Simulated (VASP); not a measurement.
Input of a VASP 6.6.1 run:

POSCAR

```
WC
1.0
    0.0073089467      2.1963384733      2.1963384733
    2.1963384733      0.0073089467      2.1963384733
    2.1963384733      2.1963384733      0.0073089467
W C
1 1
Direct
    0.0000000000      0.0000000000      0.0000000000
    0.5000000000      0.5000000000      0.5000000000
```

Contents of INCAR.step1:

```
SYSTEM = WC
PREC = Accurate
ENCUT = 520
ISMEAR = -1
SIGMA = 0.1
LREAL = .FALSE.
LASPH = .TRUE.
NELM = 60
NBANDS = 16
GGA = PE
ALGO = Normal
EDIFF = 1E-4
LWAVE = .TRUE.
LCHARG = .FALSE.
```

File INCAR.step2:

```
SYSTEM = WC
PREC = Accurate
ENCUT = 520
EDIFF = 1E-6
ISMEAR = -1
SIGMA = 0.1
LREAL = .FALSE.
LASPH = .TRUE.
NELM = 60
ALGO = Normal
ISIF = 2
LWAVE = .FALSE.
LCHARG = .FALSE.
METAGGA = R2SCAN
LMIXTAU = .TRUE.
NBANDS = 16
ISTART = 1
```

File KPOINTS:

```
regular mesh
0
G
  14 14 14
  0 0 0
```

Potentials or basis: VASP PAW PBE potentials, release 64 (W_sv, C).

Command:

```bash
$ cat potpaw_PBE.64/W_sv/POTCAR potpaw_PBE.64/C/POTCAR > POTCAR
$ cp INCAR.step1 INCAR
$ mpirun -np 1 vasp_std > vasp.out
$ cp INCAR.step2 INCAR
$ mpirun -np 1 vasp_std > vasp.out
```

Q: Estimate the pressure.

A: -3.4 GPa.

Q: Predict the band gap on the k mesh.

A: Zero (band 9 reaches 13.47 eV, above the bottom of band 10 at 10.23 eV).

Stress tensor (GPa, compression positive):
```
-3.44 -0.33 -0.33
-0.33 -3.44 -0.33
-0.33 -0.33 -3.44
```

Caveat: the PAW data sets were made with another functional, which shifts forces and pressure a little; spin-orbit coupling is left out, which moves the levels of the heavy elements.
